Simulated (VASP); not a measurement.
# LiCl (Fm-3m) in VASP: further runs

LiCl is run at these levels: LDA; tasks: relaxation of cell and atoms, single point.

Everything below comes from runs of VASP 6.6.1. Logs are shortened: lines on timing, memory, paths and dates and some standing lists are left out, and cuts for length are marked.

### Step 1. The cell of the first run

It takes space group Fm-3m (No. 225, cubic). The conventional cell has a = 4.264 Å, b = 4.264 Å, c = 4.264 Å, α = 90.00°, β = 90.00°, γ = 90.00°. Within 2.8 Å of Li (site symmetry m-3m) lie 6 Cl at 2.13 Å. Cl (site symmetry m-3m) has 6 Li at 2.13 Å within 2.8 Å.

### Step 2. Relaxation of cell and atoms, LDA, target pressure 50 GPa, at which the enthalpy is minimised

File INCAR:

```
  PREC = Accurate
  ENCUT = 600
  EDIFF = 1E-6
  ISMEAR = 0
  SIGMA = 0.01
  LREAL = False
  LASPH = True
  NELM = 80
  ALGO = Normal
  ISIF = 3
  LWAVE = False
  LCHARG = False
  IBRION = 2
  NSW = 80
  EDIFFG = -0.001
  PSTRESS = 500.0
```

File KPOINTS:

```
regular mesh
0
Gamma
  10 10 10
```

File POSCAR:

```
LiCl
1.0
    0.0000000000      2.1319680775      2.1319680775
    2.1319680775      0.0000000000      2.1319680775
    2.1319680775      2.1319680775      0.0000000000
Li Cl
1 1
Direct
    0.0000000000      0.0000000000      0.0000000000
    0.5000000000      0.5000000000      0.5000000000
```

Potentials or basis: VASP PAW LDA potentials, release 64 (Li_sv, Cl).

Launch:

```
$ cat potpaw_LDA.64/Li_sv/POTCAR potpaw_LDA.64/Cl/POTCAR > POTCAR
$ mpirun -np 1 vasp_std > vasp.out
```

OUTCAR:

```text
PREC = Accurate
   ENCUT = 600
   EDIFF = 1E-6
   ISMEAR = 0
   LREAL = False
   LASPH = True
   NELM = 80
   ISIF = 3
   IBRION = 2
   NSW = 80
   EDIFFG = -0.001
   PSTRESS = 500.0

 ion  position               nearest neighbor table
   1  0.000  0.000  0.000-   2 2.13   2 2.13   2 2.13   2 2.13   2 2.13   2 2.13
   2  0.500  0.500  0.500-   1 2.13   1 2.13   1 2.13   1 2.13   1 2.13   1 2.13

  LATTYP: Found a face centered cubic cell.
 ALAT       =     4.2639361550

  Lattice vectors:

 A1 = (   0.0000000000,   2.1319680775,   2.1319680775)
 A2 = (   2.1319680775,   0.0000000000,   2.1319680775)
 A3 = (   2.1319680775,   2.1319680775,   0.0000000000)

Analysis of symmetry for initial positions (statically):
=====================================================================
 Subroutine PRICEL returns:
 Original cell was already a primitive cell.

 Routine SETGRP: Setting up the symmetry group for a
 face centered cubic supercell.

 Subroutine GETGRP returns: Found 48 space group operations
 (whereof 48 operations were pure point group operations)
 out of a pool of 48 trial point group operations.

The static configuration has the point symmetry O_h .

Analysis of symmetry for dynamics (positions and initial velocities):
=====================================================================
 Subroutine PRICEL returns:
 Original cell was already a primitive cell.

 Routine SETGRP: Setting up the symmetry group for a
 face centered cubic supercell.

 Subroutine GETGRP returns: Found 48 space group operations
 (whereof 48 operations were pure point group operations)
 out of a pool of 48 trial point group operations.

The dynamic configuration has the point symmetry O_h .

 Subroutine INISYM returns: Found 48 space group operations
 (whereof 48 operations are pure point group operations),
 and found     1 'primitive' translations

----------------------------------------------------------------------------------------

                                     Primitive cell

  volume of cell :      19.3808

  direct lattice vectors                    reciprocal lattice vectors
     0.000000000  2.131968077  2.131968077    -0.234525088  0.234525088  0.234525088
     2.131968077  0.000000000  2.131968077     0.234525088 -0.234525088  0.234525088
     2.131968077  2.131968077  0.000000000     0.234525088  0.234525088 -0.234525088

  length of vectors
     3.015058170  3.015058170  3.015058170     0.406209367  0.406209367  0.406209367
[... 97 lines left out ...]
   EFERMI_NEDOS =   21; number of points for ismear=-14 and -15
   IALGO  =     38    algorithm
   IMIX   =      4    mixing-type and parameters
     AMIX     =   0.40;   BMIX     =  1.00
     AMIX_MAG =   1.60;   BMIX_MAG =  1.00
  volume/ion in A,a.u.               =       9.69        65.39
  Fermi-wavevector in a.u.,A,eV,Ry     =   1.313059  2.481321 23.458119  1.724123
  Thomas-Fermi vector in A             =   2.443408
   LORBIT       =      0    0 simple, 1 ext, 2 COOP (PROOUT), +10 PAW based schemes
   GGA     = CA    functional components
   LHFCALC =     F    Hartree Fock is set to
   AEXX    =    0.0000 exact exchange contribution
   IVDW    =     0    specifies the selected vdW correction
   LEPSILON=     F    determine dielectric tensor
   LRPA    =     F    only Hartree local field effects (RPA)
 conjugate gradient relaxation of ions
 non-spin polarized calculation
 Gauss-broadening in eV      SIGMA  =   0.01
  energy-cutoff  :      600.00
  volume of cell :       19.38
 maximum number of plane-waves:       659
   NGX = 13   NGY = 13   NGZ = 13

--------------------------------------- Ionic step        1  -------------------------------------------

 number of electron      10.0000000 magnetization

 number of electron       9.9999992 magnetization

 Free energy of the ion-electron system (eV)
  ---------------------------------------------------
  ext. energy  EPLUGINS =         0.00000000
  ---------------------------------------------------
  free energy    TOTEN  =        -6.92402818 eV

  energy without entropy =       -6.92402818  energy(sigma->0) =       -6.92402818

------------------------ aborting loop because EDIFF is reached ----------------------------------------

  FORCE on cell =-STRESS in cart. coord.  units (eV):
  Direction    XX          YY          ZZ          XY          YZ          ZX
  --------------------------------------------------------------------------------------
  -------------------------------------------------------------------------------------
  Total        6.0362125      6.0362125      6.0362125      0.0000000     -0.0000000     -0.0000000
  in kB      499.0028370    499.0028370    499.0028370      0.0000000     -0.0000000     -0.0000000
  external PRESSURE =      -0.9971630 kB  Pullay stress =     500.0000000 kB
[... 253 lines left out ...]
--------------------------------------- Ionic step        8  -------------------------------------------

 number of electron       9.9999992 magnetization

 Free energy of the ion-electron system (eV)
  ---------------------------------------------------
  ext. energy  EPLUGINS =         0.00000000
  ---------------------------------------------------
  free energy    TOTEN  =        -6.92131118 eV

  energy without entropy =       -6.92131118  energy(sigma->0) =       -6.92131118

 E-fermi :   6.5548     XC(G=0): -11.7111

 val. band max:        6.4688930607   @ k =  -0.1000   0.1000   0.0000
 cond. band min:      12.7402393868   @ k =   0.5000   0.5000   0.0000
 fundamental gap:      6.2713463261
 Fermi energy:         6.5547848284

 k-point     1 :       0.0000    0.0000    0.0000
  band No.  band energies     occupation
      1     -36.2457      2.00000
      2      -9.9215      2.00000
      3       6.4404      2.00000
      4       6.4404      2.00000
      5       6.4404      2.00000
      6      17.4184      0.00000
      7      18.1156      0.00000
      8      18.1156      0.00000
      9      18.1156      0.00000
[... 265 lines left out ...]
 k-point    24 :       0.4000    0.3000    0.0000
  band No.  band energies     occupation
      1     -36.1959      2.00000
      2      -8.0463      2.00000
      3       1.4358      2.00000
      4       3.8994      2.00000
      5       4.2328      2.00000
      6      13.8809      0.00000
      7      15.5695      0.00000
      8      20.8809      0.00000
      9      21.2364      0.00000

 [... further k-points ...]

------------------------ aborting loop because EDIFF is reached ----------------------------------------

  FORCE on cell =-STRESS in cart. coord.  units (eV):
  Direction    XX          YY          ZZ          XY          YZ          ZX
  --------------------------------------------------------------------------------------
  -------------------------------------------------------------------------------------
  Total        6.0439922      6.0439922      6.0439922      0.0000000     -0.0000000     -0.0000000
  in kB      499.8707371    499.8707371    499.8707371      0.0000000     -0.0000000     -0.0000000
  external PRESSURE =      -0.1292629 kB  Pullay stress =     500.0000000 kB
[... 21 lines left out ...]
  energy  without entropy=       -6.9213111792  energy(sigma->0) =       -6.92131118

  enthalpy is  TOTEN    =        -0.8757560556 eV   P V=        6.0455551236

 reached required accuracy - stopping structural energy minimisation
```

OSZICAR:

```text
N       E                     dE             d eps       ncg     rms          rms(c)
DAV:   1     0.451578700420E+02    0.45158E+02   -0.53261E+03   846   0.121E+03
DAV:   2    -0.535598975726E+01   -0.50514E+02   -0.47390E+02  1094   0.180E+02
DAV:   3    -0.697528105975E+01   -0.16193E+01   -0.16167E+01  1087   0.369E+01
[... 34 lines left out ...]
DAV:   1    -0.692157016839E+01    0.26895E-03   -0.56165E-07   469   0.854E-03    0.191E-03
DAV:   2    -0.692157011116E+01    0.57237E-07   -0.19274E-07   468   0.350E-03
   7 F= -.87575604E+00 E0= -.87575604E+00  d E =-.259285E-05
       N       E                     dE             d eps       ncg     rms          rms(c)
DAV:   1    -0.692131122655E+01    0.25894E-03   -0.11052E-06   468   0.996E-03    0.170E-03
DAV:   2    -0.692131117922E+01    0.47331E-07   -0.15782E-07   462   0.338E-03
   8 F= -.87575606E+00 E0= -.87575606E+00  d E =-.166567E-07
```

CONTCAR:

```text
LiCl
   1.00000000000000
     0.0000000000000000    2.1316484822246173    2.1316484822246173
     2.1316484822246173    0.0000000000000000    2.1316484822246173
     2.1316484822246173    2.1316484822246173   -0.0000000000000000
  Li              Cl
     1     1
Direct
     0.0000000000000000    0.0000000000000000    0.0000000000000000
     0.5000000000000000    0.5000000000000000    0.5000000000000000

  0.00000000E+00  0.00000000E+00  0.00000000E+00
  0.00000000E+00  0.00000000E+00  0.00000000E+00
```

Run time: 12 s. Hardware: 1 thread of Intel Xeon Platinum 8375C at 2.90GHz (Ice Lake), shared host; peak memory 0.12 GiB.

What came out:

- Free energy: -6.9213 eV
- Relaxed volume: 9.69 Å³/atom
- Relaxed cell: a = 3.015 Å, b = 3.015 Å, c = 3.015 Å, α = 60.00°, β = 60.00°, γ = 60.00°
- Space group after relaxing (to 0.05 Å): Fm-3m (No. 225)
- Energy change on relaxing (the enthalpy is what falls): +1.4 meV/atom
- Ionic steps: 8
- Pressure after relaxing: 50.0 GPa
- Band gap on the k mesh: 6.27 eV, indirect (least direct gap 7.48 eV)

The path:
```csv
step,energy change (eV),largest force (eV/Å),pressure (GPa),volume (Å³)
1,0.0000,0.0000,49.90,19.38
2,0.0053,0.0000,50.08,19.36
3,0.0030,0.0000,50.02,19.37
4,0.0025,0.0000,50.02,19.37
5,0.0013,0.0000,49.95,19.38
6,0.0022,0.0000,49.94,19.37
7,0.0025,0.0000,49.98,19.37
8,0.0027,0.0000,49.99,19.37
```

Final structure:
```
CELL_PARAMETERS angstrom
0.00000 2.13165 2.13165
2.13165 0.00000 2.13165
2.13165 2.13165 0.00000
ATOMIC_POSITIONS crystal
Li 0.00000 0.00000 0.00000
Cl 0.50000 0.50000 0.50000
```

Levels at points of the mesh, in eV from the valence-band top:
```csv
k point,band 1,band 2,band 3,band 4,band 5,band 6,band 7,band 8,band 9
"(0.00, 0.00, 0.00)",-42.71,-16.39,-0.03,-0.03,-0.03,10.95,11.65,11.65,11.65
"(0.50, 0.00, 0.00)",-42.67,-14.76,-5.99,-0.65,-0.65,6.84,8.69,8.69,19.09
"(0.50, 0.50, 0.00)",-42.65,-13.67,-6.73,-2.78,-2.78,6.27,8.79,18.16,18.56
```

Caveat: the cutoff is under 1.25 times the usual one of these potentials, so pressure, stress and relaxed cells hold a basis-set (Pulay) error; the cell is relaxed towards a set pressure, so the enthalpy falls and the energy may rise. A hybrid or GW would open this gap; LDA tends to underestimate it.

### Step 3. Single point, LDA

File INCAR:

```
PREC = Accurate
ENCUT = 520
EDIFF = 1E-7
ISMEAR = 0
SIGMA = 0.01
LREAL = False
LASPH = True
NELM = 80
ALGO = Normal
ISIF = 2
LWAVE = False
LCHARG = True
GGA = CA
LELF = True
LVHAR = True
NBANDS = 12
ISYM = 0
```

KPOINTS is that of step 2.

POSCAR is that of step 2.

Potentials or basis: VASP PAW LDA potentials, release 64 (Li_sv, Cl).

Launch:

```
$ cat potpaw_LDA.64/Li_sv/POTCAR potpaw_LDA.64/Cl/POTCAR > POTCAR
$ mpirun -np 1 vasp_std > vasp.out
```

Run time: 44 s. Hardware: 1 thread of Intel Xeon Platinum 8375C at 2.90GHz (Ice Lake), shared host; peak memory 0.2 GiB.

Results (log left out):

```yaml
Free_energy: -6.9238 eV
Band_gap_on_the_k_mesh: 6.27 eV, indirect (least direct gap 7.48 eV)
```

Levels at points of the mesh, in eV from the valence-band top:
```
           k point  band 1  band 2  band 3  band 4  band 5  band 6  band 7  band 8  band 9  band 10
(0.00, 0.00, 0.00)  -42.72  -16.39   -0.03   -0.03   -0.03   10.95   11.65   11.65   11.65    15.80
(0.50, 0.00, 0.00)  -42.67  -14.76   -5.99   -0.65   -0.65    6.83    8.69    8.69   19.09    19.61
(0.00, 0.50, 0.00)  -42.67  -14.76   -5.99   -0.65   -0.65    6.83    8.69    8.69   19.09    19.61
(0.00, 0.00, 0.50)  -42.67  -14.76   -5.99   -0.65   -0.65    6.83    8.69    8.69   19.09    19.61
(0.50, 0.50, 0.50)  -42.67  -14.76   -5.99   -0.65   -0.65    6.83    8.69    8.69   19.09    19.61
(0.50, 0.50, 0.00)  -42.65  -13.67   -6.72   -2.78   -2.78    6.27    8.79   18.15   18.55    18.55
(0.00, 0.50, 0.50)  -42.65  -13.67   -6.72   -2.78   -2.78    6.27    8.79   18.15   18.55    18.55
(0.50, 0.00, 0.50)  -42.65  -13.67   -6.72   -2.78   -2.78    6.27    8.79   18.15   18.55    18.55
```

Caveat: the cutoff is under 1.25 times the usual one of these potentials, so pressure, stress and relaxed cells hold a basis-set (Pulay) error. A k mesh can miss the band edges.
